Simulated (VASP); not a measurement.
Write the native input for VASP 6.6.1 that does the following.

| Quantity | Value |
| --- | --- |
| Task | single point |
| Functional | r2SCAN |
| Potentials or basis | VASP PAW PBE potentials, release 64 (Cu, I) |
| Cutoff | 520 eV |
| k mesh | 6 × 6 × 6 |
| Occupations | gaussian, width 0.01 eV |
| Spin | no spin polarisation |
| Dipole correction | no |
| Further INCAR settings | ALGO = Normal; EDIFF = 1e-06; NBANDS = 16 |

CuI (Marshite):

```xyz
2
Lattice="0.0000 3.0120 3.0120 3.0120 0.0000 3.0120 3.0120 3.0120 0.0000" Properties=species:S:1:pos:R:3 pbc="T T T"
Cu    1.5060    1.5060    1.5060
I     0.0000    0.0000    0.0000
```

The input as run:

POSCAR

```
CuI
1.0
    0.0000000000      3.0120428512      3.0120428512
    3.0120428512      0.0000000000      3.0120428512
    3.0120428512      3.0120428512      0.0000000000
Cu I
1 1
Direct
    0.2500000000      0.2500000000      0.2500000000
    0.0000000000      0.0000000000      0.0000000000
```

INCAR.step1

```
SYSTEM = CuI
PREC = Accurate
ENCUT = 520
ISMEAR = 0
SIGMA = 0.01
LREAL = .FALSE.
LASPH = .TRUE.
NELM = 60
NBANDS = 16
GGA = PE
ALGO = Normal
EDIFF = 1E-4
LWAVE = .TRUE.
LCHARG = .FALSE.
```

INCAR.step2

```
SYSTEM = CuI
PREC = Accurate
ENCUT = 520
EDIFF = 1E-6
ISMEAR = 0
SIGMA = 0.01
LREAL = .FALSE.
LASPH = .TRUE.
NELM = 60
ALGO = Normal
ISIF = 2
LWAVE = .FALSE.
LCHARG = .FALSE.
METAGGA = R2SCAN
LMIXTAU = .TRUE.
NBANDS = 16
ISTART = 1
```

KPOINTS

```
Automatic mesh
0
G
  6 6 6
  0 0 0
```

Potentials or basis: VASP PAW PBE potentials, release 64 (Cu, I).

Run with:

```bash
$ cat potpaw_PBE.64/Cu/POTCAR potpaw_PBE.64/I/POTCAR > POTCAR
$ cp INCAR.step1 INCAR
$ mpirun -np 1 vasp_std > vasp.out
$ cp INCAR.step2 INCAR
$ mpirun -np 1 vasp_std > vasp.out
```

It gave:

* Pressure: -0.1 GPa
* Band gap on the k mesh: 1.67 eV, direct

Caveat: the PAW data sets were made with another functional, which shifts forces and pressure a little; spin-orbit coupling is left out, which moves the levels of the heavy elements.

Wall time 2 min on 1 thread of AMD EPYC 7R13 (shared host), peak memory 0.16 GiB.
